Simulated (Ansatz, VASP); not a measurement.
# Lu in VASP and in Ansatz

```
Lu
1.0
     3.53137    0.00000    0.00000
    -1.76569    3.05826    0.00000
     0.00000    0.00000   11.33048
Lu
4
Direct
  0.00000 0.00000 0.00000
  0.00000 0.00000 0.50000
  0.33333 0.66667 0.25000
  0.66667 0.33333 0.75000
```

Alike in both runs: task single point; functional PBEsol; k mesh 12 × 12 × 4; occupations fermi-dirac, width 0.1 eV; no spin polarisation.

|  | VASP | Ansatz |
| --- | --- | --- |
| version | VASP 6.6.1 | Ansatz 0.2.0 |
| potentials or method | VASP PAW PBE potentials, release 64 (Lu), cutoff 520 eV | plane waves (420 eV) with PAW, scalar-relativistic |
| valence electrons in the cell | 100 | 100 |

|  | VASP | Ansatz | Ansatz less VASP |
| --- | --- | --- | --- |
| pressure (GPa) | -4.3 | -4.4 | -0.04 |
| traceless stress, the component that is largest in VASP (GPa) | -0.08 | -0.07 | +0.001 |

VASP's potentials were made for PBE, not for PBEsol, and Ansatz warns of the same on its side.

Neither program's run includes spin-orbit coupling.
